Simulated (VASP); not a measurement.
A run of VASP 6.6.1:

File INCAR:

```
SYSTEM = RbCd
PREC = Accurate
ENCUT = 520
EDIFF = 1E-6
ISMEAR = -1
SIGMA = 0.05
LREAL = .FALSE.
LASPH = .TRUE.
NELM = 60
ALGO = Normal
ISIF = 2
LWAVE = .FALSE.
LCHARG = .FALSE.
GGA = PE
NBANDS = 18
```

The input KPOINTS:

```
Automatic mesh
0
G
  9 9 9
  0 0 0
```

The input POSCAR:

```
RbCd
1.0
    4.5683629778      0.0000000000      0.0000000000
    0.0000000000      4.5683629778      0.0000000000
    0.0000000000      0.0000000000      4.5683629778
Rb Cd
1 1
Direct
    0.0000000000      0.0000000000      0.0000000000
    0.5000000000      0.5000000000      0.5000000000
```

Potentials or basis: VASP PAW PBE potentials, release 64 (Rb_sv, Cd).

The run is started by

```bash
$ cat potpaw_PBE.64/Rb_sv/POTCAR potpaw_PBE.64/Cd/POTCAR > POTCAR
$ mpirun -np 1 vasp_std > vasp.out
```

Hardware: 1 thread of Intel Xeon 8259CL (shared host).

**Question.** Estimate the wall time of this run.

**Answer.** Wall time 51 s on 1 thread of Intel Xeon 8259CL (shared host), peak memory 0.24 GiB. Counts: scf iterations 11, k points 35.
